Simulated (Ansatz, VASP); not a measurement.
## One calculation of Ga2As5, two programs

```
CELL_PARAMETERS angstrom
7.32298 0.00000 0.00000
0.00000 7.32298 0.00000
0.00000 0.00000 4.94910
ATOMIC_POSITIONS crystal
Ga 0.50000 0.50000 0.00000
Ga 0.00000 0.00000 0.00000
As 0.15206 0.50000 0.00000
As 0.84794 0.50000 0.00000
As 0.50000 0.15206 0.00000
As 0.50000 0.84794 0.00000
As 0.50000 0.50000 0.50000
```

Alike in both runs: functional PBE; k mesh 3 × 3 × 4; occupations gaussian, width 0.2 eV; no spin polarisation.

Ansatz relaxed the structure, and its values are those at the end. VASP's run is a single point on that final structure, the one shown.

|  | VASP | Ansatz |
| --- | --- | --- |
| version | VASP 6.6.1 | Ansatz 0.2.0 |
| potentials or method | VASP PAW PBE potentials, release 64 (Ga_d, As), cutoff 500 eV | scalar-relativistic, plane waves, PAW |
| valence electrons in the cell | 51 | 101 |

Ansatz gave:

| Quantity | Value |
| --- | --- |
| gap on the k mesh at the Fermi level (eV) | none |
| pressure (GPa) | 0.4 |
| rms of the force components (eV/Å) | 0.011 |

**Question.** What did VASP give for the same quantities?

**Answer.** gap on the k mesh at the Fermi level (eV): none; pressure (GPa): 0.5; rms of the force components (eV/Å): 0.021.

A gap of «none» marks a metal or a gap that the smearing closes. VASP's potentials hold 51 valence electrons a cell and Ansatz's 101, so a difference there can come from the potentials and not from the codes.
